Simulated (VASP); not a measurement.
Input of a VASP 6.6.1 run:

Contents of POSCAR:

```
C
1.0
    1.2198057890     -2.1127858072      0.0000000000
    1.2198057890      2.1127858072      0.0000000000
    0.0000000000      0.0000000000      7.1251235727
C
4
Direct
    0.9166205400      0.0833794600      0.7531376000
    0.4166205400      0.5833794600      0.2468624000
    0.0833794600      0.9166205400      0.2468624000
    0.5833794600      0.4166205400      0.7531376000
```

INCAR.step1

```
SYSTEM = C
PREC = Accurate
ENCUT = 520
ISMEAR = -1
SIGMA = 0.05
LREAL = .False.
LASPH = .True.
NELM = 80
NBANDS = 16
GGA = PE
ALGO = Normal
EDIFF = 1E-4
LWAVE = .True.
LCHARG = .False.
```

File INCAR.step2:

```
SYSTEM = C
PREC = Accurate
ENCUT = 520
EDIFF = 1E-6
ISMEAR = -1
SIGMA = 0.05
LREAL = .False.
LASPH = .True.
NELM = 80
ALGO = Normal
ISIF = 2
LWAVE = .False.
LCHARG = .True.
METAGGA = R2SCAN
LMIXTAU = .True.
LELF = .True.
LVHAR = .True.
NBANDS = 16
ISTART = 1
```

File KPOINTS:

```
regular mesh
0
Gamma
  12 12 4
  0 0 0
```

Potentials or basis: VASP PAW PBE potentials, release 64 (C).

Run with:

```console
$ cat potpaw_PBE.64/C/POTCAR > POTCAR
$ cp INCAR.step1 INCAR
$ mpirun -np 1 vasp_std > vasp.out
$ cp INCAR.step2 INCAR
$ mpirun -np 1 vasp_std > vasp.out
```

Q: Estimate the pressure.

A: 6.2 GPa.

Q: What does it give for the largest force?

A: 0.023 eV/Å.

Stress tensor (GPa, compression positive):
```
 9.52  0.00  0.00
 0.00  9.24  0.00
 0.00  0.00 -0.28
```

Caveat: the stress differs along the axes, from -0 to 10 GPa; the PAW data sets were made with another functional, which shifts forces and pressure a little.
